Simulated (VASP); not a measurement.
A run of VASP 6.6.1 is set up as follows.

The input INCAR:

```
PREC     = Accurate       # precision mode
ENCUT    = 520            # plane-wave cutoff, eV
EDIFF    = 1E-6           # SCF threshold, eV
ISMEAR   = 0              # smearing method
SIGMA    = 0.05           # smearing width, eV
LREAL    = F              # projectors in reciprocal space
LASPH    = T              # aspherical terms in the spheres
NELM     = 60             # most SCF steps
ALGO     = Normal         # electronic algorithm
ISIF     = 2              # what is computed and relaxed
LWAVE    = F              # write WAVECAR
LCHARG   = F              # write CHGCAR
GGA      = PE             # functional
NBANDS   = 26             # bands
```

The input KPOINTS:

```
Automatic mesh
0
Gamma
  12 12 4
```

Contents of POSCAR:

```
C
1.0
    2.5180642186      0.0000000000      0.0000000000
   -1.2590321093      2.1807075817      0.0000000000
    0.0000000000      0.0000000000      8.3046919353
C
8
Direct
   -0.0343849764     -0.0319162462      0.0929732494
    0.0343849764      0.0319162462      0.5929732494
    0.0343849764      0.0319162462      0.4070267506
   -0.0343849764     -0.0319162462      0.9070267506
    0.3051765144      0.6405314164      0.1555299995
    0.6948234856      0.3594685836      0.6555299995
    0.3614901523      0.6928019170      0.3444700005
    0.6385098477      0.3071980830      0.8444700005
```

Potentials or basis: VASP PAW PBE potentials, release 64 (C).

Command:

```bash
$ cat potpaw_PBE.64/C/POTCAR > POTCAR
$ mpirun -np 1 vasp_std > vasp.out
```

Task: What does it give for the largest force?

Result: 0.571 eV/Å.

Task: What does it give for the pressure?

Result: 0.7 GPa.

Task: What does it give for the band gap on the k mesh?

Result: 4.53 eV (least direct gap 5.31 eV).

Stress tensor (GPa, compression positive):
```
 0.75 -0.41  0.00
-0.41  0.40  0.00
 0.00  0.00  0.93
```

Caveat: the cell differs from its parent crystal (atoms displaced along several vibrational modes). A k mesh can miss the band edges.
